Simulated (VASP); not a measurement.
A run of VASP 6.6.1 is set up as follows.

The input INCAR:

```
ALGO = Normal ; EDIFF = 1E-7
EDIFFG = -0.03 ; ENCUT = 600
GGA = CA ; IBRION = 2
ISIF = 8 ; ISMEAR = -1
LASPH = True ; LCHARG = False
LREAL = False ; LWAVE = False
NELM = 100 ; NSW = 60
PREC = Accurate ; SIGMA = 0.1
```

The input KPOINTS:

```
k-points
0
Gamma
  8 8 5
```

File POSCAR:

```
MoPd
1.0
    2.7938960000      0.0000000000      0.0000000000
   -1.3969480000      2.4195849115      0.0000000000
    0.0000000000      0.0000000000      4.5663710000
Mo Pd
1 1
Direct
    0.6666666667      0.3333333333      0.5000000000
    0.3333333333      0.6666666667      0.0000000000
```

Potentials or basis: VASP PAW LDA potentials, release 64 (Mo_sv, Pd).

Run with:

```bash
$ cat potpaw_LDA.64/Mo_sv/POTCAR potpaw_LDA.64/Pd/POTCAR > POTCAR
$ mpirun -np 1 vasp_std > vasp.out
```

What does it give for the space group after relaxing (to 0.1 Å)?

P-6m2 (No. 187).

Predict the band gap on the k mesh.

zero (bands 12 and 13 overlap by 2.10 eV).

What does it give for the relaxed volume?

14.50 Å³/atom.

Final structure:
```
Mo Pd
1.0
     2.73651    0.00000    0.00000
    -1.36825    2.36989    0.00000
     0.00000    0.00000    4.47258
Mo Pd
1 1
Direct
  0.66667 0.33333 0.50000
  0.33333 0.66667 0.00000
```
